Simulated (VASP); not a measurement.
TaN: single point with PBEsol

TaN:

```
Ta N
1.0
     5.19100    0.00000    0.00000
    -2.59550    4.49554    0.00000
     0.00000    0.00000    2.76260
Ta N
3 3
Cartesian
  0.0000 0.0000 0.0000
  0.0000 2.9970 1.3813
  2.5955 1.4985 1.3813
  2.5955 0.0000 0.0000
  1.2977 2.2478 0.0000
  -1.2977 2.2478 0.0000
```

- Program: VASP 6.6.1
- Task: single point
- Functional: PBEsol
- Potentials or basis: VASP PAW PBE potentials, release 64 (Ta_pv, N)
- Cutoff: 520 eV
- k mesh: 8 × 8 × 12
- Occupations: fermi-dirac, width 0.1 eV
- Spin: no spin polarisation

```json
{
  "Pressure": "26.5 GPa",
  "Band gap on the k mesh": "zero (band 24 reaches 9.62 eV, above the bottom of band 25 at 7.04 eV)"
}
```

Stress tensor (GPa, compression positive):
```
15.08  0.00  0.00
 0.00 15.08  0.00
 0.00  0.00 49.34
```

Levels at points of the mesh, in eV from the Fermi level:
```tsv
k point	band 20	band 21	band 22	band 23	band 24	band 25	band 26	band 27	band 28	band 29
(0.00, 0.00, 0.00)	-3.42	-2.90	-2.85	-2.61	-1.52	-1.52	0.87	1.36	1.36	2.55
(0.50, 0.00, 0.00)	-4.40	-3.65	-3.35	-1.82	-1.02	1.20	2.09	2.23	2.90	2.91
(0.00, 0.00, 0.50)	-3.95	-3.51	-3.51	-2.14	0.95	0.95	1.86	2.34	2.47	2.47
(0.50, 0.00, 0.50)	-4.72	-3.68	-3.34	-1.96	-1.55	1.08	1.48	3.43	3.46	4.34
```

Wall time 100 s on 1 thread of Intel(R) Xeon(R) Platinum 8559C (Emerald Rapids) (shared host), peak memory 0.26 GiB.

Caveat: the PAW data sets were made with another functional, which shifts forces and pressure a little; spin-orbit coupling is left out, which moves the levels of the heavy elements.
